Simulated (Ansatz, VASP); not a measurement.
SnO: VASP beside Ansatz

```
Sn O
1.0
     3.81015    0.00000    0.00000
     0.00000    3.81015    0.00000
     0.00000    0.00000    4.91526
Sn O
2 2
Direct
  0.00000 0.50000 0.22874
  0.50000 0.00000 0.77126
  0.00000 0.00000 0.00000
  0.50000 0.50000 0.00000
```

Change from the starting cell: strain -0.015 along x and y, -0.030 along z, atoms carried along.

Alike in both runs: task single point; functional PBE; k mesh 10 × 10 × 8; occupations gaussian, width 0.05 eV; no spin polarisation.

|  | VASP | Ansatz |
| --- | --- | --- |
| version | VASP 6.6.1 | Ansatz 0.2.0 |
| potentials or method | VASP PAW PBE potentials, release 64 (Sn_d, O), cutoff 520 eV | scalar-relativistic, plane waves, PAW |
| valence electrons in the cell | 40 | 40 |

```csv
,VASP,Ansatz,Ansatz less VASP
gap on the k mesh at the Fermi level (eV),0.35,0.34,-0.011
least direct gap on the mesh (eV),1.95,1.98,+0.036
pressure (GPa),5.7,5.4,-0.26
"traceless stress, the component that is largest in VASP (GPa)",-0.31,-0.33,-0.012
rms of the force components (eV/Å),0.412,0.374,-0.0381
```

Atom by atom the forces differ by 0.038 eV/Å (rms over components).
